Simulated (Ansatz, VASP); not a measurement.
One calculation of GaH6, two programs

```
Ga H
1.0
     4.78153    0.00000    0.00000
     0.00000    4.78153    0.00000
     0.00000    0.00000    4.78153
Ga H
1 6
Direct
  0.00000 0.00000 0.00000
  0.50000 0.50000 0.07869
  0.50000 0.50000 0.92131
  0.07869 0.50000 0.50000
  0.92131 0.50000 0.50000
  0.50000 0.07869 0.50000
  0.50000 0.92131 0.50000
```

Change from the starting cell: species swapped into the SrB6 type (Pm-3m, No. 221).

Alike in both runs: task relaxation of cell and atoms; functional PBE; k mesh 8 × 8 × 8; occupations gaussian, width 0.1 eV; no spin polarisation.

|  | VASP | Ansatz |
| --- | --- | --- |
| version | VASP 6.6.1 | Ansatz 0.2.0 |
| potentials or method | VASP PAW PBE potentials, release 64 (Ga_d, H), cutoff 600 eV | scalar-relativistic, plane waves, PAW |
| valence electrons in the cell | 19 | 19 |

Ansatz gave:

- gap on the k mesh at the Fermi level, each at its own relaxed structure (eV): none
- relaxed volume (Å³/atom): 15.81
- relaxed length of the cell vector where the two differ most in proportion (Å): 4.801

Q: Which values does VASP return?

A: gap on the k mesh at the Fermi level, each at its own relaxed structure (eV): none; relaxed volume (Å³/atom): 15.61; relaxed length of the cell vector where the two differ most in proportion (Å): 4.781.

A gap of «none» marks a metal or a gap that the smearing closes.
